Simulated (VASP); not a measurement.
Set up this calculation in VASP 6.6.1, as the native input.

```
Task                   : single point
Functional             : r2SCAN
Potentials or basis    : VASP PAW PBE potentials, release 64 (Os)
Cutoff                 : 520 eV
k mesh                 : 13 × 13 × 7
Occupations            : methfessel-paxton, width 0.2 eV
Spin                   : no spin polarisation
Dipole correction      : no
Further INCAR settings : ALGO = Normal; EDIFF = 1e-06; NBANDS = 15
```

Crystal: Os.

```
CELL_PARAMETERS angstrom
2.73938 0.00000 0.00000
-1.36969 2.37237 0.00000
0.00000 0.00000 4.31382
ATOMIC_POSITIONS crystal
Os 0.33333 0.66667 0.25000
Os 0.66667 0.33333 0.75000
```

One way to write it, as run:

POSCAR

```
Os
1.0
    2.7393806551      0.0000000000      0.0000000000
   -1.3696903275      2.3723732379      0.0000000000
    0.0000000000      0.0000000000      4.3138178725
Os
2
Direct
    0.3333333333      0.6666666667      0.2500000000
    0.6666666667      0.3333333333      0.7500000000
```

INCAR.step1

```
PREC     = Accurate       # precision mode
ENCUT    = 520            # plane-wave cutoff, eV
ISMEAR   = 1              # smearing method
SIGMA    = 0.2            # smearing width, eV
LREAL    = False          # projectors in reciprocal space
LASPH    = True           # aspherical terms in the spheres
NELM     = 60             # most SCF steps
NBANDS   = 15             # bands
GGA      = PE             # functional
ALGO     = Normal         # electronic algorithm
EDIFF    = 1E-4           # SCF threshold, eV
LWAVE    = True           # write WAVECAR
LCHARG   = False          # write CHGCAR
```

INCAR.step2

```
PREC     = Accurate       # precision mode
ENCUT    = 520            # plane-wave cutoff, eV
EDIFF    = 1E-6           # SCF threshold, eV
ISMEAR   = 1              # smearing method
SIGMA    = 0.2            # smearing width, eV
LREAL    = False          # projectors in reciprocal space
LASPH    = True           # aspherical terms in the spheres
NELM     = 60             # most SCF steps
ALGO     = Normal         # electronic algorithm
ISIF     = 2              # what is computed and relaxed
LWAVE    = False          # write WAVECAR
LCHARG   = True           # write CHGCAR
METAGGA  = R2SCAN         # meta-GGA
LMIXTAU  = True         
LELF     = True           # ELF
LVHAR    = True         
NBANDS   = 15             # bands
ISTART   = 1
```

KPOINTS

```
Automatic mesh
0
Gamma
  13 13 7
```

Potentials or basis: VASP PAW PBE potentials, release 64 (Os).

Run with:

```bash
$ cat potpaw_PBE.64/Os/POTCAR > POTCAR
$ cp INCAR.step1 INCAR
$ mpirun -np 1 vasp_std > vasp.out
$ cp INCAR.step2 INCAR
$ mpirun -np 1 vasp_std > vasp.out
```

It gave:

```yaml
Pressure: 0.8 GPa
Band_gap_on_the_k_mesh: zero (band 8 reaches 11.36 eV, above the bottom of band 9 at 7.39 eV)
```

Caveat: the PAW data sets were made with another functional, which shifts forces and pressure a little; spin-orbit coupling is left out, which moves the levels of the heavy elements.

Run time: 67 s on 1 thread of Intel Xeon 6975P-C, with other jobs on the host, peak memory 0.16 GiB.
